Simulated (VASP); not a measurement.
Here is a VASP 6.6.1 calculation.

The input POSCAR:

```
NbCd3
1.0
    4.3021888300      0.0000000000      0.0000000000
    0.0000000000      4.3021888300      0.0000000000
    0.0000000000      0.0000000000      4.3021888300
Nb Cd
1 3
Direct
    0.0000000000      0.0000000000      0.0000000000
    0.0000000000      0.5000000000      0.5000000000
    0.5000000000      0.0000000000      0.5000000000
    0.5000000000      0.5000000000      0.0000000000
```

The input INCAR.step1:

```
SYSTEM = NbCd3
PREC = Accurate
ENCUT = 520
ISMEAR = -1
SIGMA = 0.1
LREAL = .False.
LASPH = .True.
NELM = 80
GGA = PE
ALGO = Normal
EDIFF = 1E-4
LWAVE = .True.
LCHARG = .False.
KPAR = 2
```

The input INCAR.step2:

```
SYSTEM = NbCd3
PREC = Accurate
ENCUT = 520
EDIFF = 1E-6
ISMEAR = -1
SIGMA = 0.1
LREAL = .False.
LASPH = .True.
NELM = 80
ALGO = Normal
ISIF = 2
LWAVE = .False.
LCHARG = .False.
METAGGA = R2SCAN
LMIXTAU = .True.
IBRION = 2
NSW = 50
EDIFFG = -0.01
ISTART = 1
KPAR = 2
```

Contents of KPOINTS:

```
regular mesh
0
Gamma
  8 8 8
  0 0 0
```

Potentials or basis: VASP PAW PBE potentials, release 64 (Nb_sv, Cd).

The run is started by

```sh
$ cat potpaw_PBE.64/Nb_sv/POTCAR potpaw_PBE.64/Cd/POTCAR > POTCAR
$ cp INCAR.step1 INCAR
$ mpirun -np 2 vasp_std > vasp.out
$ cp INCAR.step2 INCAR
$ mpirun -np 2 vasp_std > vasp.out
```

(1) Estimate the band gap on the k mesh.

Answers

(1) zero (an odd number of electrons rules out a gap without spin polarisation).

Caveat: the relaxation stopped at its first step, so nothing moved.
